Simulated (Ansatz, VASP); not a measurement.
## Two plane-wave programs on HfN

INCAR

```
SYSTEM = HfN
ALGO = Normal
EDIFF = 1E-6
ENCUT = 600
GGA = PS
GGA_COMPAT = .FALSE.
ISIF = 2
ISMEAR = 0
LASPH = .TRUE.
LCHARG = .TRUE.
LELF = .TRUE.
LREAL = .FALSE.
LVHAR = .TRUE.
LWAVE = .FALSE.
NBANDS = 14
NELM = 120
PREC = Accurate
SIGMA = 0.15
```

File KPOINTS:

```
k-points
0
G
  22 22 22
  0 0 0
```

File POSCAR:

```
HfN
1.0
    0.0000000000      2.2507757579      2.3070451518
    2.2507757579      0.0000000000      2.3070451518
    2.2507757579      2.2507757579      0.0000000000
Hf N
1 1
Direct
    0.0000000000      0.0000000000      0.0000000000
    0.5000000000      0.5000000000      0.5000000000
```

Input for Ansatz:

```yaml
crystal:
  lattice:
    - [0.0, 2.2507757579, 2.3070451518]
    - [2.2507757579, 0.0, 2.3070451518]
    - [2.2507757579, 2.2507757579, 0.0]
  atoms:
    - { symbol: Hf, position: [0.0, 0.0, 0.0] }
    - { symbol: "N", position: [0.5, 0.5, 0.5] }
basis:
  ecutwfc: 420
kpoints:
  mp_grid: { grid: [22, 22, 22] }
hamiltonian:
  xc: pbesol
scf:
  occupations: { method: gaussian, width: 0.15 }
output:
  forces: true
  stress: true
  eigenvalues: true
```

Change from the starting cell: strain +0.000 along x and y, +0.025 along z, atoms carried along.

Alike in both runs: task single point; functional PBEsol; k mesh 22 × 22 × 22; occupations gaussian, width 0.15 eV; no spin polarisation.

|  | VASP | Ansatz |
| --- | --- | --- |
| version | VASP 6.6.1 | Ansatz 0.2.0 |
| potentials or method | VASP PAW PBE potentials, release 64 (Hf_pv, N), cutoff 600 eV | scalar-relativistic, plane waves, PAW |
| valence electrons in the cell | 15 | 31 |

```csv
,VASP,Ansatz,Ansatz less VASP
gap on the k mesh at the Fermi level (eV),none,none,-
pressure (GPa),-8.5,-6.3,+2.24
"traceless stress, the component that is largest in VASP (GPa)",-7.25,-7.32,-0.075
```

VASP's potentials were made for PBE, not for PBEsol. A gap of «none» marks a metal or a gap that the smearing closes. VASP's potentials hold 15 valence electrons a cell and Ansatz's 31, so a difference there can come from the potentials and not from the codes.

Neither program's run includes spin-orbit coupling.
